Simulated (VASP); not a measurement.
# Br (P-62m) in VASP: relaxation of cell and atoms with PBE

Aim: the relaxation of cell and atoms of Br with PBE.

Program: VASP 6.6.1. These are calculated values, not measurements. Logs are shortened: lines on timing, memory, paths and dates and some standing lists are left out, and cuts for length are marked.

## 1. The cell of the first run

It takes space group P-62m (No. 189, hexagonal). Conventional cell: a = 7.139 Å, b = 7.139 Å, c = 2.567 Å, α = 90.00°, β = 90.00°, γ = 120.00°. Within 3.4 Å of Br (site symmetry m2m) lie 2 Br at 2.57 Å.

## 2. Relaxation of cell and atoms, PBE

INCAR

```
SYSTEM = Br
PREC     = Accurate       ! precision mode
ENCUT    = 600            ! plane-wave cutoff, eV
EDIFF    = 1E-7           ! SCF threshold, eV
ISMEAR   = 0              ! smearing method
SIGMA    = 0.1            ! smearing width, eV
LREAL    = .False.        ! projectors in reciprocal space
LASPH    = .True.         ! aspherical terms in the spheres
NELM     = 100            ! most SCF steps
ALGO     = Normal         ! electronic algorithm
ISIF     = 3              ! what is computed and relaxed
LWAVE    = .False.        ! write WAVECAR
LCHARG   = .False.        ! write CHGCAR
GGA      = PE             ! functional
IBRION   = 2              ! ionic algorithm
NSW      = 100            ! ionic steps
EDIFFG   = -0.01          ! ionic threshold
```

KPOINTS

```
regular mesh
0
Gamma
  9 9 18
  0 0 0
```

POSCAR

```
Br
1.0
    7.1385828814      0.0000000000      0.0000000000
   -3.5692914407      6.1821941223      0.0000000000
    0.0000000000      0.0000000000      2.5667321554
Br
3
Direct
    0.0000000000      0.6893361104      0.5000000000
    0.3106638896      0.3106638896      0.5000000000
    0.6893361104      0.0000000000      0.5000000000
```

Potentials or basis: VASP PAW PBE potentials, release 64 (Br).

On the command line:

```bash
$ cat potpaw_PBE.64/Br/POTCAR > POTCAR
$ mpirun -np 1 vasp_std > vasp.out
```

OUTCAR:

```text
SYSTEM = Br
   PREC = Accurate
   ENCUT = 600
   EDIFF = 1E-7
   ISMEAR = 0
   LREAL = .False.
   LASPH = .True.
   NELM = 100
   ISIF = 3
   GGA = PE
   IBRION = 2
   NSW = 100
   EDIFFG = -0.01

 ion  position               nearest neighbor table
   1  0.000  0.689  0.500-
   2  0.311  0.311  0.500-
   3  0.689  0.000  0.500-

  LATTYP: Found a hexagonal cell.
 ALAT       =     7.1385828814
 C/A-ratio  =     0.3595576598

  Lattice vectors:

 A1 = (   7.1385828814,   0.0000000000,   0.0000000000)
 A2 = (  -3.5692914407,   6.1821941223,   0.0000000000)
 A3 = (   0.0000000000,   0.0000000000,   2.5667321554)

Analysis of symmetry for initial positions (statically):
=====================================================================
 Subroutine PRICEL returns:
 Original cell was already a primitive cell.

 Routine SETGRP: Setting up the symmetry group for a
 hexagonal supercell.

 Subroutine GETGRP returns: Found 12 space group operations
 (whereof 12 operations were pure point group operations)
 out of a pool of 24 trial point group operations.

The static configuration has the point symmetry D_3h.

Analysis of symmetry for dynamics (positions and initial velocities):
=====================================================================
 Subroutine PRICEL returns:
 Original cell was already a primitive cell.

 Routine SETGRP: Setting up the symmetry group for a
 hexagonal supercell.

 Subroutine GETGRP returns: Found 12 space group operations
 (whereof 12 operations were pure point group operations)
 out of a pool of 24 trial point group operations.

The dynamic configuration has the point symmetry D_3h.

 Subroutine INISYM returns: Found 12 space group operations
 (whereof 12 operations are pure point group operations),
 and found     1 'primitive' translations

----------------------------------------------------------------------------------------

                                     Primitive cell

  volume of cell :     113.2753

  direct lattice vectors                    reciprocal lattice vectors
     7.138582881  0.000000000  0.000000000     0.140083826  0.080877434  0.000000000
    -3.569291441  6.182194122  0.000000000     0.000000000  0.161754869  0.000000000
     0.000000000  0.000000000  2.566732155     0.000000000  0.000000000  0.389600449

  length of vectors
     7.138582881  7.138582881  2.566732155     0.161754869  0.161754869  0.389600449
[... 99 lines left out ...]
   EFERMI_NEDOS =   21; number of points for ismear=-14 and -15
   IALGO  =     38    algorithm
   IMIX   =      4    mixing-type and parameters
     AMIX     =   0.40;   BMIX     =  1.00
     AMIX_MAG =   1.60;   BMIX_MAG =  1.00
  volume/ion in A,a.u.               =      37.76       254.81
  Fermi-wavevector in a.u.,A,eV,Ry     =   0.933475  1.764013 11.855794  0.871376
  Thomas-Fermi vector in A             =   2.060181
   LORBIT       =      0    0 simple, 1 ext, 2 COOP (PROOUT), +10 PAW based schemes
   GGA     = PE    functional components
   LHFCALC =     F    Hartree Fock is set to
   AEXX    =    0.0000 exact exchange contribution
   IVDW    =     0    specifies the selected vdW correction
   LEPSILON=     F    determine dielectric tensor
   LRPA    =     F    only Hartree local field effects (RPA)
 conjugate gradient relaxation of ions
 non-spin polarized calculation
 Gauss-broadening in eV      SIGMA  =   0.10
  energy-cutoff  :      600.00
  volume of cell :      113.28
 maximum number of plane-waves:      3826
 NGX is ok and might be reduce to    60
   NGX = 29   NGY = 29   NGZ = 11

--------------------------------------- Ionic step        1  -------------------------------------------

 number of electron      21.0000000 magnetization

 Free energy of the ion-electron system (eV)
  ---------------------------------------------------
  ext. energy  EPLUGINS =         0.00000000
  ---------------------------------------------------
  free energy    TOTEN  =        -4.65962202 eV

  energy without entropy =       -4.64482594  energy(sigma->0) =       -4.65222398

------------------------ aborting loop because EDIFF is reached ----------------------------------------

  FORCE on cell =-STRESS in cart. coord.  units (eV):
  Direction    XX          YY          ZZ          XY          YZ          ZX
  --------------------------------------------------------------------------------------
  -------------------------------------------------------------------------------------
  Total        0.0478017      0.0478017      0.4385980      0.0000000      0.0000000      0.0000000
  in kB        0.6761116      0.6761116      6.2035753      0.0000000      0.0000000      0.0000000
  external PRESSURE =       2.5185995 kB  Pullay stress =       0.0000000 kB
[... 209 lines left out ...]
--------------------------------------- Ionic step        7  -------------------------------------------

 number of electron      21.0000000 magnetization

 Free energy of the ion-electron system (eV)
  ---------------------------------------------------
  ext. energy  EPLUGINS =         0.00000000
  ---------------------------------------------------
  free energy    TOTEN  =        -4.66103830 eV

  energy without entropy =       -4.64588852  energy(sigma->0) =       -4.65346341

 E-fermi :  -1.1072     XC(G=0):  -7.2529

 val. band max:       -1.1133927032   @ k =   0.3333   0.1111   0.4444
 cond. band min:      -1.0961888445   @ k =   0.2222   0.1111   0.5000
 fundamental gap:      0.0172038587
 Fermi energy:        -1.1071573360

 k-point     1 :       0.0000    0.0000    0.0000
  band No.  band energies     occupation
      1     -16.5767      2.00000
      2     -16.4076      2.00000
      3     -16.4076      2.00000
      4      -4.2289      2.00000
      5      -4.0171      2.00000
      6      -4.0171      2.00000
      7      -3.7766      2.00000
      8      -2.9929      2.00000
      9      -2.9929      2.00000
     10       2.9733      0.00000
     11       3.0563      0.00000
     12       3.0563      0.00000
     13       3.9868      0.00000
     14       7.4951      0.00000
[... 377 lines left out ...]
      1     -16.4478      2.00000
      2     -16.3887      2.00000
      3     -16.3887      2.00000
      4      -4.1847      2.00000
      5      -3.9957      2.00000
      6      -3.9957      2.00000
      7      -3.1881      2.00000
      8      -3.1881      2.00000
      9      -3.1636      2.00000
     10       2.4911      0.00000
     11       2.5260      0.00000
     12       2.5260      0.00000
     13       5.6728      0.00000
     14       5.7518      0.00000

 [... further k-points ...]
[... 5 lines left out ...]
  --------------------------------------------------------------------------------------
  -------------------------------------------------------------------------------------
  Total       -0.0161074     -0.0161074      0.0093940      0.0000000     -0.0000000      0.0000000
  in kB       -0.2233311     -0.2233311      0.1302493      0.0000000     -0.0000000      0.0000000
  external PRESSURE =      -0.1054710 kB  Pullay stress =       0.0000000 kB
[... 18 lines left out ...]
  FREE ENERGIE OF THE ION-ELECTRON SYSTEM (eV)
  ---------------------------------------------------
  free  energy   TOTEN  =        -4.6610382983 eV

  energy  without entropy=       -4.6458885187  energy(sigma->0) =       -4.65346341

 reached required accuracy - stopping structural energy minimisation
```

CONTCAR:

```text
Br
   1.00000000000000
     7.1989292000849145   -0.0000000000000000    0.0000000000000000
    -3.5994646000424573    6.2344555673056750    0.0000000000000000
    -0.0000000000000000   -0.0000000000000000    2.5746646117024898
  Br
     3
Direct
     1.0000000000000000    0.6877523897804813    0.5000000000000000
     0.3122476102195188    0.3122476102195188    0.5000000000000000
     0.6877523897804813    0.0000000000000000    0.5000000000000000

  0.00000000E+00  0.00000000E+00  0.00000000E+00
  0.00000000E+00  0.00000000E+00  0.00000000E+00
  0.00000000E+00  0.00000000E+00  0.00000000E+00
```

Wall time 13 min (1 thread of Intel Xeon Platinum 8375C at 2.90GHz (Ice Lake), shared host); peak memory 0.42 GiB.

Results:

| Property | Result |
| --- | --- |
| Free energy | -4.6610 eV |
| Relaxed volume | 38.52 Å³/atom |
| Relaxed cell | a = 7.199 Å, b = 7.199 Å, c = 2.575 Å, α = 90.00°, β = 90.00°, γ = 120.00° |
| Space group after relaxing (to 0.05 Å) | P-62m (No. 189) |
| Energy gained by relaxing | 0.5 meV/atom |
| Ionic steps | 7 |
| Pressure after relaxing | 0.0 GPa |
| Largest force after relaxing | 0.009 eV/Å |

Forces in eV/Å, atoms in the order of the input:
```
Br   0.004 -0.007  0.000
Br   0.004  0.007  0.000
Br  -0.009  0.000  0.000
```

The path:
```
step  energy change (eV)  largest force (eV/Å)  pressure (GPa)  volume (Å³)
   1              0.0000                0.0200            0.25       113.28
   2              0.0002                0.0194           -0.21       114.25
   3             -0.0007                0.0197            0.03       113.72
   4             -0.0008                0.0187            0.03       113.87
   5             -0.0011                0.0158            0.02       114.31
   6             -0.0014                0.0105            0.00       115.20
   7             -0.0014                0.0086           -0.01       115.55
```

Final structure:
```
Br
1.0
     7.19893    0.00000    0.00000
    -3.59946    6.23446    0.00000
     0.00000    0.00000    2.57466
Br
3
Direct
  0.00000 0.68775 0.50000
  0.31225 0.31225 0.50000
  0.68775 0.00000 0.50000
```

Caveat: an odd number of electrons without spin polarisation forces a metal; a magnetic or distorted state may lie lower.
